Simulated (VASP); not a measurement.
Write the native input for VASP 6.6.1 that does the following.

```
Task                   : single point
Functional             : PBEsol
Potentials or basis    : VASP PAW PBE potentials, release 64 (Bi_d)
Cutoff                 : 520 eV
k mesh                 : 6 × 6 × 9
Occupations            : fermi-dirac, width 0.05 eV
Spin                   : no spin polarisation
Dipole correction      : no
Further INCAR settings : ALGO = Fast; EDIFF = 1e-07; NBANDS = 22
```

The structure of Bi lies in POSCAR:

```
Bi
1.0
    3.4651838851     -3.1115533531      0.0000000000
    3.4651838851      3.1115533531      0.0000000000
   -1.2517767921      0.0000000000      3.0926530616
Bi
2
Direct
    0.7530610000      0.7530610000      0.8573820000
    0.2469390000      0.2469390000      0.1426180000
```

This cell differs from its parent crystal: volume scaled by 0.98.

The input as run:

INCAR

```
PREC = Accurate
ENCUT = 520
EDIFF = 1E-7
ISMEAR = -1
SIGMA = 0.05
LREAL = F
LASPH = T
NELM = 60
ALGO = Fast
ISIF = 2
LWAVE = F
LCHARG = F
GGA = PS
NBANDS = 22
```

KPOINTS

```
regular mesh
0
Gamma
  6 6 9
```

Potentials or basis: VASP PAW PBE potentials, release 64 (Bi_d).

Run with:

```console
$ cat potpaw_PBE.64/Bi_d/POTCAR > POTCAR
$ mpirun -np 1 vasp_std > vasp.out
```

It gave:

- Pressure: -1.6 GPa
- Largest force: 0.030 eV/Å
- Band gap on the k mesh: zero (band 15 reaches 10.04 eV, above the bottom of band 16 at 5.09 eV)

Caveat: the PAW data sets were made with another functional, which shifts forces and pressure a little; spin-orbit coupling is left out, which moves the levels of the heavy elements.

Run time: 66 s on 1 thread of Intel(R) Xeon(R) 6975P-C (Granite Rapids), with other jobs on the host, peak memory 0.25 GiB.
